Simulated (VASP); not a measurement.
Wanted: the native input for a VASP 6.6.1 run.

```yaml
Task: single point
Functional: LDA
Potentials_or_basis: VASP PAW LDA potentials, release 64 (Tl_d)
Cutoff: 520 eV
k_mesh: 13 × 13 × 13
Occupations: fermi-dirac, width 0.05 eV
Spin: no spin polarisation
Dipole_correction: no
Further_INCAR_settings: ALGO = Normal; EDIFF = 1e-07; NBANDS = 12
```

The structure of Tl lies in POSCAR:

```
Tl
1.0
    3.0896034405      0.0000000000      0.0000000000
    0.0000000000      3.0896034405      0.0000000000
    0.0000000000      0.0000000000      3.0896034405
Tl
1
Direct
    0.0000000000      0.0000000000      0.0000000000
```

The input as run:

INCAR

```
SYSTEM = Tl
PREC     = Accurate       ! precision mode
ENCUT    = 520            ! plane-wave cutoff, eV
EDIFF    = 1E-7           ! SCF threshold, eV
ISMEAR   = -1             ! smearing method
SIGMA    = 0.05           ! smearing width, eV
LREAL    = .False.        ! projectors in reciprocal space
LASPH    = .True.         ! aspherical terms in the spheres
NELM     = 60             ! most SCF steps
ALGO     = Normal         ! electronic algorithm
ISIF     = 2              ! what is computed and relaxed
LWAVE    = .False.        ! write WAVECAR
LCHARG   = .True.         ! write CHGCAR
LELF     = .True.         ! ELF
LVHAR    = .True.       
NBANDS   = 12             ! bands
```

KPOINTS

```
regular mesh
0
Gamma
  13 13 13
  0 0 0
```

Potentials or basis: VASP PAW LDA potentials, release 64 (Tl_d).

Launch:

```console
$ cat potpaw_LDA.64/Tl_d/POTCAR > POTCAR
$ mpirun -np 1 vasp_std > vasp.out
```

Results of the run:

```
Pressure : 0.0 GPa
```

Wall time 12 s on 1 thread of AMD EPYC 7R13 Processor (Zen 3) (shared host), peak memory 0.12 GiB.
